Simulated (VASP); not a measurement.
Here is a VASP 6.6.1 calculation.

Contents of INCAR:

```
SYSTEM = Au
  PREC = Accurate
  ENCUT = 520
  EDIFF = 1E-6
  ISMEAR = -1
  SIGMA = 0.05
  LREAL = .FALSE.
  LASPH = .TRUE.
  NELM = 80
  ALGO = Fast
  ISIF = 2
  LWAVE = .FALSE.
  LCHARG = .FALSE.
  GGA = PE
  IVDW = 12
  NBANDS = 12
```

The input KPOINTS:

```
regular mesh
0
G
  11 11 11
  0 0 0
```

File POSCAR:

```
Au
1.0
   -1.6308231919      1.6308231919      1.6308231919
    1.6308231919     -1.6308231919      1.6308231919
    1.6308231919      1.6308231919     -1.6308231919
Au
1
Direct
    0.0000000000      0.0000000000      0.0000000000
```

Potentials or basis: VASP PAW PBE potentials, release 64 (Au).

The run is started by

```console
$ cat potpaw_PBE.64/Au/POTCAR > POTCAR
$ mpirun -np 1 vasp_std > vasp.out
```

Problem. Estimate the dispersion energy per atom.

Solution. -0.652 eV.

Problem. What does it give for the pressure?

Solution. -0.2 GPa.

Caveat: pairwise dispersion overbinds metals, which lowers pressure and volume.
